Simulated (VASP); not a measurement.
Input of a VASP 6.6.1 run:

File INCAR:

```
SYSTEM = Pb
PREC = Accurate ; ENCUT = 520
EDIFF = 1E-7 ; ISMEAR = -1
SIGMA = 0.05 ; LREAL = .FALSE.
LASPH = .TRUE. ; NELM = 100
ALGO = Normal ; ISIF = 2
LWAVE = .FALSE. ; LCHARG = .FALSE.
GGA = PS ; NBANDS = 13
```

File KPOINTS:

```
Automatic mesh
0
G
  13 13 13
  0 0 0
```

The input POSCAR:

```
Pb
1.0
    2.4009983839      0.0000000000      0.0000000000
    0.0000000000      2.4009983839      0.0000000000
    0.0000000000      0.0000000000      2.4009983839
Pb
1
Direct
    0.0000000000      0.0000000000      0.0000000000
```

Potentials or basis: VASP PAW PBE potentials, release 64 (Pb_d).

Command:

```console
$ cat potpaw_PBE.64/Pb_d/POTCAR > POTCAR
$ mpirun -np 1 vasp_std > vasp.out
```

(1) Estimate the band gap on the k mesh.

(2) What does it give for the pressure?

Results:

(1) zero (band 7 reaches 28.05 eV, above the bottom of band 8 at 18.77 eV).

(2) 302.0 GPa.

Caveat: the PAW data sets were made with another functional, which shifts forces and pressure a little; spin-orbit coupling is left out, which moves the levels of the heavy elements.
